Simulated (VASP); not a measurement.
# SnO (P4/nmm) in VASP: notebook

SnO is run at these levels: PBE; tasks: single point.

Everything below comes from runs of VASP 6.6.1. Logs are shortened: lines on timing, memory, paths and dates and some standing lists are left out, and cuts for length are marked.

### Step 1. The cell of the first run

Symmetry: P4/nmm, No. 129, tetragonal system. The conventional cell has a = 3.868 Å, b = 3.868 Å, c = 5.067 Å, α = 90.00°, β = 90.00°, γ = 90.00°. Within 3.0 Å of Sn (site symmetry 4mm) lie 4 O at 2.25 Å. O (site symmetry -4m2) has 4 Sn at 2.25 Å and 4 O at 2.74 Å within 3.0 Å.

### Step 2. Single point, PBE

The input, INCAR:

```
ALGO = Normal
EDIFF = 1E-6
ENCUT = 520
GGA = PE
ISIF = 2
ISMEAR = 0
LASPH = T
LCHARG = T
LELF = T
LREAL = F
LVHAR = T
LWAVE = F
NBANDS = 28
NELM = 100
PREC = Accurate
SIGMA = 0.02
```

The input, KPOINTS:

```
k-points
0
Gamma
  10 10 8
```

The input, POSCAR:

```
SnO
1.0
    3.8681707533      0.0000000000      0.0000000000
    0.0000000000      3.8681707533      0.0000000000
    0.0000000000      0.0000000000      5.0672768823
Sn O
2 2
Direct
    0.0000000000      0.5000000000      0.2287361935
    0.5000000000      0.0000000000      0.7712638065
    0.0000000000      0.0000000000      0.0000000000
    0.5000000000      0.5000000000      0.0000000000
```

Potentials or basis: VASP PAW PBE potentials, release 64 (Sn_d, O).

Command:

```bash
cat potpaw_PBE.64/Sn_d/POTCAR potpaw_PBE.64/O/POTCAR > POTCAR
mpirun -np 1 vasp_std > vasp.out
```

OUTCAR:

```text
EDIFF = 1E-6
   ENCUT = 520
   GGA = PE
   ISIF = 2
   ISMEAR = 0
   LASPH = T
   LREAL = F
   NELM = 100
   PREC = Accurate

 ion  position               nearest neighbor table
   1  0.000  0.500  0.229-   3 2.25   4 2.25   3 2.25   4 2.25   2 3.59   2 3.59   2 3.59   2 3.59

   2  0.500  0.000  0.771-   3 2.25   4 2.25   4 2.25   3 2.25   1 3.59   1 3.59   1 3.59   1 3.59

   3  0.000  0.000  0.000-   1 2.25   2 2.25   1 2.25   2 2.25
   4  0.500  0.500  0.000-   1 2.25   2 2.25   2 2.25   1 2.25

  LATTYP: Found a simple tetragonal cell.
 ALAT       =     3.8681707533
 C/A-ratio  =     1.3099930705

  Lattice vectors:

 A1 = (   3.8681707533,   0.0000000000,   0.0000000000)
 A2 = (   0.0000000000,   3.8681707533,   0.0000000000)
 A3 = (   0.0000000000,   0.0000000000,   5.0672768823)

Analysis of symmetry for initial positions (statically):
=====================================================================
 Subroutine PRICEL returns:
 Original cell was already a primitive cell.

 Routine SETGRP: Setting up the symmetry group for a
 simple tetragonal supercell.

 Subroutine GETGRP returns: Found 16 space group operations
 (whereof  8 operations were pure point group operations)
 out of a pool of 16 trial point group operations.

The static configuration has the point symmetry D_2d.
 The point group associated with its full space group is D_4h.

Analysis of symmetry for dynamics (positions and initial velocities):
=====================================================================
 Subroutine PRICEL returns:
 Original cell was already a primitive cell.

 Routine SETGRP: Setting up the symmetry group for a
 simple tetragonal supercell.

 Subroutine GETGRP returns: Found 16 space group operations
 (whereof  8 operations were pure point group operations)
 out of a pool of 16 trial point group operations.

The dynamic configuration has the point symmetry D_2d.
 The point group associated with its full space group is D_4h.

 Subroutine INISYM returns: Found 16 space group operations
 (whereof  8 operations are pure point group operations),
 and found     1 'primitive' translations

----------------------------------------------------------------------------------------

                                     Primitive cell

  volume of cell :      75.8204

  direct lattice vectors                    reciprocal lattice vectors
     3.868170753  0.000000000  0.000000000     0.258520128  0.000000000  0.000000000
     0.000000000  3.868170753  0.000000000     0.000000000  0.258520128  0.000000000
     0.000000000  0.000000000  5.067276882     0.000000000  0.000000000  0.197344653

  length of vectors
     3.868170753  3.868170753  5.067276882     0.258520128  0.258520128  0.197344653

  position of ions in fractional coordinates (direct lattice)
     0.000000000  0.500000000  0.228736193
     0.500000000  0.000000000  0.771263807
     0.000000000  0.000000000  0.000000000
     0.500000000  0.500000000  0.000000000

  ion indices of the primitive-cell ions
   primitive index   ion index
                 1           1
                 2           2
                 3           3
                 4           4

----------------------------------------------------------------------------------------

 KPOINTS: k-points

Automatic generation of k-mesh.
 Grid dimensions read from file:
 generate k-points for:   10   10    8

 Generating k-lattice:

  Cartesian coordinates                     Fractional coordinates (reciprocal lattice)
     0.025852013  0.000000000  0.000000000     0.100000000  0.000000000  0.000000000
     0.000000000  0.025852013  0.000000000     0.000000000  0.100000000  0.000000000
     0.000000000  0.000000000  0.024668082     0.000000000  0.000000000  0.125000000

  Length of vectors
     0.025852013  0.025852013  0.024668082

  Shift w.r.t. Gamma in fractional coordinates (k-lattice)
     0.000000000  0.000000000  0.000000000

 Subroutine IBZKPT returns following result:
 ===========================================

 Found    105 irreducible k-points:

 Following reciprocal coordinates:
            Coordinates               Weight
  0.000000  0.000000  0.000000      1.000000
  0.100000  0.000000  0.000000      4.000000
  0.200000  0.000000  0.000000      4.000000
  0.300000  0.000000  0.000000      4.000000
  0.400000  0.000000  0.000000      4.000000
  0.500000  0.000000  0.000000      2.000000
[... 16 lines left out ...]
  0.100000  0.000000  0.125000      8.000000
  0.200000  0.000000  0.125000      8.000000
 [... further k-points ...]
   k-points           NKPTS =    105   k-points in BZ     NKDIM =    105   number of bands    NBANDS=     28
   number of dos      NEDOS =    301   number of ions     NIONS =      4
   total plane-waves  NPLWV =  36000
   dimension x,y,z NGX =    30 NGY =   30 NGZ =   40
   dimension x,y,z NGXF=    60 NGYF=   60 NGZF=   80
   ions per type =               2   2
   NGX,Y,Z   is equivalent  to a cutoff of  12.89, 12.89, 13.12 a.u.
   NGXF,Y,Z  is equivalent  to a cutoff of  25.79, 25.79, 26.25 a.u.
 SYSTEM =  unknown system
   PREC   = accura    normal or accurate (medium, high low for compatibility)
   ISTART =      0    job   : 0-new  1-cont  2-samecut
   ICHARG =      2    charge: 1-file 2-atom 10-const
   ISPIN  =      1    spin polarized calculation?
   LNONCOLLINEAR =      F non collinear calculations
   LSORBIT =      F    spin-orbit coupling
   LASPH  =      T    aspherical Exc in radial PAW
   ENCUT  =  520.0 eV  38.22 Ry    6.18 a.u.   7.19  7.19  9.42*2*pi/ulx,y,z
   NELM   =    100;   NELMIN=  2; NELMDL= -5     # of ELM steps
   EDIFF  = 0.1E-05   stopping-criterion for ELM
   LREAL  =      F    real-space projection
   EDIFFG = 0.1E-04   stopping-criterion for IOM
   NSW    =      0    number of steps for IOM
   IBRION =     -1    ionic relax: 0-MD 1-quasi-New 2-CG
   NFREE  =      0    steps in history (QN), initial steepest desc. (CG)
   ISIF   =      2    stress and relaxation
   ISYM   =      2    0-nonsym 1-usesym 2-fastsym
   POTIM  = 0.5000    time-step for ionic-motion
   TEBEG  =    0.0;   TEEND  =   0.0 temperature during run
   PSTRESS=    0.0 pullay stress
   NELECT =      40.0000    total number of electrons
   NUPDOWN=      -1.0000    fix difference up-down
   EMIN   =  10.00;   EMAX   =-10.00  energy-range for DOS
   EFERMI =   0.00;   METHOD = LEGACY
   ISMEAR =     0;   SIGMA  =   0.02  broadening in eV -4-tet -1-fermi 0-gaus
   EFERMI_NEDOS =   21; number of points for ismear=-14 and -15
   IALGO  =     38    algorithm
   IMIX   =      4    mixing-type and parameters
     AMIX     =   0.40;   BMIX     =  1.00
     AMIX_MAG =   1.60;   BMIX_MAG =  1.00
  volume/ion in A,a.u.               =      18.96       127.92
  Fermi-wavevector in a.u.,A,eV,Ry     =   1.322816  2.499760 23.808057  1.749843
  Thomas-Fermi vector in A             =   2.452470
   LORBIT       =      0    0 simple, 1 ext, 2 COOP (PROOUT), +10 PAW based schemes
   GGA     = PE    functional components
   LHFCALC =     F    Hartree Fock is set to
   AEXX    =    0.0000 exact exchange contribution
   IVDW    =     0    specifies the selected vdW correction
   LEPSILON=     F    determine dielectric tensor
   LRPA    =     F    only Hartree local field effects (RPA)
 non-spin polarized calculation
 Gauss-broadening in eV      SIGMA  =   0.02
  energy-cutoff  :      520.00
  volume of cell :       75.82
 maximum number of plane-waves:      2060
 NGX is ok and might be reduce to    30
   NGX = 15   NGY = 15   NGZ = 19

 number of electron      39.9999995 magnetization

 Free energy of the ion-electron system (eV)
  ---------------------------------------------------
  ext. energy  EPLUGINS =         0.00000000
  ---------------------------------------------------
  free energy    TOTEN  =       -22.72594610 eV

  energy without entropy =      -22.72594610  energy(sigma->0) =      -22.72594610

 E-fermi :   6.3039     XC(G=0):  -9.8215

 val. band max:        6.1329410450   @ k =   0.1000   0.0000   0.0000
 cond. band min:       6.6392933480   @ k =   0.5000   0.5000   0.0000
 fundamental gap:      0.5063523029
 Fermi energy:         6.3038753360

 k-point     1 :       0.0000    0.0000    0.0000
  band No.  band energies     occupation
      1     -15.6087      2.00000
      2     -15.2447      2.00000
      3     -15.2398      2.00000
      4     -15.2398      2.00000
      5     -15.2104      2.00000
      6     -15.1958      2.00000
[... 20 lines left out ...]
     27      13.0882      0.00000
     28      13.5957      0.00000

 k-point     2 :       0.1000    0.0000    0.0000
  band No.  band energies     occupation
      1     -15.6036      2.00000
      2     -15.2435      2.00000
      3     -15.2384      2.00000
      4     -15.2381      2.00000
      5     -15.2116      2.00000
      6     -15.1929      2.00000
[... 20 lines left out ...]
     27      13.2690      0.00000
     28      14.3394      0.00000

 k-point     3 :       0.2000    0.0000    0.0000
  band No.  band energies     occupation
      1     -15.5888      2.00000
      2     -15.2718      2.00000
      3     -15.2348      2.00000
      4     -15.2332      2.00000
      5     -15.2145      2.00000
      6     -15.2140      2.00000
[... 20 lines left out ...]
     27      13.4703      0.00000
     28      15.8073      0.00000

 k-point     4 :       0.3000    0.0000    0.0000
  band No.  band energies     occupation
      1     -15.5655      2.00000
      2     -15.3487      2.00000
      3     -15.2304      2.00000
      4     -15.2254      2.00000
      5     -15.2181      2.00000
      6     -15.2097      2.00000
[... 578 lines left out ...]
     27      12.9904      0.00000
     28      13.7039      0.00000

 k-point    23 :       0.1000    0.0000    0.1250
  band No.  band energies     occupation
      1     -15.6024      2.00000
      2     -15.2453      2.00000
      3     -15.2367      2.00000
      4     -15.2356      2.00000
      5     -15.2104      2.00000
      6     -15.1919      2.00000
[... 20 lines left out ...]
     27      13.2352      0.00000
     28      14.3866      0.00000

 k-point    24 :       0.2000    0.0000    0.1250
  band No.  band energies     occupation
      1     -15.5881      2.00000
      2     -15.2748      2.00000
      3     -15.2350      2.00000
      4     -15.2305      2.00000
      5     -15.2149      2.00000
      6     -15.2131      2.00000
[... 20 lines left out ...]
     27      13.5466      0.00000
     28      15.7845      0.00000

 [... further k-points ...]

------------------------ aborting loop because EDIFF is reached ----------------------------------------

  FORCE on cell =-STRESS in cart. coord.  units (eV):
  Direction    XX          YY          ZZ          XY          YZ          ZX
  --------------------------------------------------------------------------------------
  -------------------------------------------------------------------------------------
  Total        0.0845128      0.0845128      0.1070970      0.0000000      0.0000000      0.0000000
  in kB        1.7858600      1.7858600      2.2630916      0.0000000      0.0000000      0.0000000
  external PRESSURE =       1.9449372 kB  Pullay stress =       0.0000000 kB

 VOLUME and BASIS-vectors are now :
 -----------------------------------------------------------------------------
  energy-cutoff  :      520.00
  volume of cell :       75.82
      direct lattice vectors                 reciprocal lattice vectors
     3.868170753  0.000000000  0.000000000     0.258520128  0.000000000  0.000000000
     0.000000000  3.868170753  0.000000000     0.000000000  0.258520128  0.000000000
     0.000000000  0.000000000  5.067276882     0.000000000  0.000000000  0.197344653

 POSITION                                       TOTAL-FORCE (eV/Angst)
 -----------------------------------------------------------------------------------
      0.00000      1.93409      1.15907         0.000000      0.000000      0.076840
      1.93409      0.00000      3.90821         0.000000      0.000000     -0.076840
      0.00000      0.00000      0.00000         0.000000      0.000000      0.000000
      1.93409      1.93409      0.00000        -0.000000     -0.000000      0.000000
 -----------------------------------------------------------------------------------
    total drift:                                0.000000      0.000000      0.000000

  FREE ENERGIE OF THE ION-ELECTRON SYSTEM (eV)
  ---------------------------------------------------
  free  energy   TOTEN  =       -22.7259460959 eV

  energy  without entropy=      -22.7259460959  energy(sigma->0) =      -22.72594610
```

Run time: 4.6 min. Hardware: 1 thread of Intel Xeon 8259CL, shared host; peak memory 0.31 GiB.

Results:

| Quantity | Value |
| --- | --- |
| Free energy | -22.7259 eV |
| Pressure | 0.2 GPa |
| Largest force | 0.077 eV/Å |
| Band gap on the k mesh | 0.51 eV (least direct gap 1.91 eV) |

Forces in eV/Å, atoms in the order of the input:
```
Sn   0.000  0.000  0.077
Sn   0.000  0.000 -0.077
O    0.000  0.000  0.000
O    0.000  0.000  0.000
```

Caveat: semilocal functionals underestimate gaps, and a narrow one can read as zero; spin-orbit coupling is left out, which moves the levels of the heavy elements. A k mesh can miss the band edges.

### Step 3. Single point, PBE

The input, INCAR:

```
  PREC = Accurate
  ENCUT = 520
  EDIFF = 1E-7
  ISMEAR = 0
  SIGMA = 0.1
  LREAL = F
  LASPH = T
  NELM = 100
  ALGO = Normal
  ISIF = 2
  LWAVE = F
  LCHARG = F
  GGA = PE
  NBANDS = 28
```

The input, KPOINTS:

```
regular mesh
0
Gamma
  12 12 10
```

POSCAR is that of step 2.

Potentials or basis: VASP PAW PBE potentials, release 64 (Sn_d, O).

Command:

```bash
cat potpaw_PBE.64/Sn_d/POTCAR potpaw_PBE.64/O/POTCAR > POTCAR
mpirun -np 1 vasp_std > vasp.out
```

It took 8.1 min on 1 thread of Intel Xeon 8259CL, shared host; peak memory 0.4 GiB.

The run converged. Its results:

```yaml
Free_energy: -22.7259 eV
Pressure: 0.2 GPa
Largest_force: 0.077 eV/Å
Band_gap_on_the_k_mesh: 0.50 eV (least direct gap 1.91 eV)
```

Forces in eV/Å, atoms in the order of the input:
```
Sn   0.000  0.000  0.077
Sn   0.000  0.000 -0.077
O    0.000  0.000  0.000
O    0.000  0.000  0.000
```

Levels at points of the mesh, in eV from the valence-band top:
| k point | band 16 | band 17 | band 18 | band 19 | band 20 | band 21 | band 22 | band 23 | band 24 | band 25 |
| --- | --- | --- | --- | --- | --- | --- | --- | --- | --- | --- |
| (0.00, 0.00, 0.00) | -5.83 | -3.16 | -2.89 | -2.89 | 0.00 | 1.91 | 4.06 | 4.92 | 4.92 | 5.52 |
| (0.50, 0.00, 0.00) | -4.63 | -4.47 | -4.47 | -2.34 | -2.34 | 3.04 | 3.04 | 5.68 | 5.68 | 5.93 |
| (0.50, 0.50, 0.00) | -4.75 | -2.25 | -2.25 | -1.74 | -1.74 | 0.50 | 0.50 | 4.56 | 4.56 | 6.79 |
| (0.00, 0.00, 0.50) | -3.41 | -3.20 | -2.90 | -2.90 | -1.94 | 1.72 | 3.31 | 3.31 | 3.75 | 7.69 |
| (0.50, 0.00, 0.50) | -5.01 | -4.45 | -4.45 | -1.54 | -1.54 | 2.47 | 2.47 | 5.56 | 5.56 | 6.37 |
| (0.50, 0.50, 0.50) | -5.08 | -2.35 | -2.35 | -2.25 | -2.25 | 2.61 | 2.61 | 3.75 | 3.75 | 5.50 |

Caveat: semilocal functionals underestimate gaps, and a narrow one can read as zero; spin-orbit coupling is left out, which moves the levels of the heavy elements.
